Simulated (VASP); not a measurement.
## SiC (SiC (F-43m)): single point with PBE

The system is SiC (SiC (F-43m)).

```
Si C
1.0
     4.37971    0.00000    0.00000
     0.00000    0.00000   -4.37971
     0.00000    4.37971    0.00000
Si C
4 4
Direct
  0.25000 0.25000 0.25000
  0.25000 0.75000 0.75000
  0.75000 0.25000 0.75000
  0.75000 0.75000 0.25000
  0.00000 0.00000 0.00000
  0.00000 0.50000 0.50000
  0.50000 0.00000 0.50000
  0.50000 0.50000 0.00000
```

```json
{
 "Program": "VASP 6.6.1",
 "Task": "single point",
 "Functional": "PBE",
 "Potentials or basis": "VASP PAW PBE potentials, release 64 (Si, C)",
 "Cutoff": "600 eV",
 "k mesh": "3 × 3 × 3",
 "Occupations": "fermi-dirac, width 0.01 eV",
 "Spin": "no spin polarisation",
 "Dipole correction": "no",
 "Further INCAR settings": "ALGO = Normal; EDIFF = 1e-06; NBANDS = 26"
}
```

```
Pressure               : -0.2 GPa
Band gap on the k mesh : 1.36 eV
```

Levels at points of the mesh, in eV from the valence-band top:
| k point | band 13 | band 14 | band 15 | band 16 | band 17 | band 18 | band 19 | band 20 |
| --- | --- | --- | --- | --- | --- | --- | --- | --- |
| (0.00, 0.00, 0.00) | -3.16 | 0.00 | 0.00 | 0.00 | 1.36 | 1.36 | 1.36 | 4.26 |

Wall time 14 s on 1 thread of Intel(R) Xeon(R) Platinum 8375C CPU @ 2.90GHz (Ice Lake), on a shared host, peak memory 0.19 GiB.

Caveat: the k points lie up to 0.48 Å⁻¹ apart.
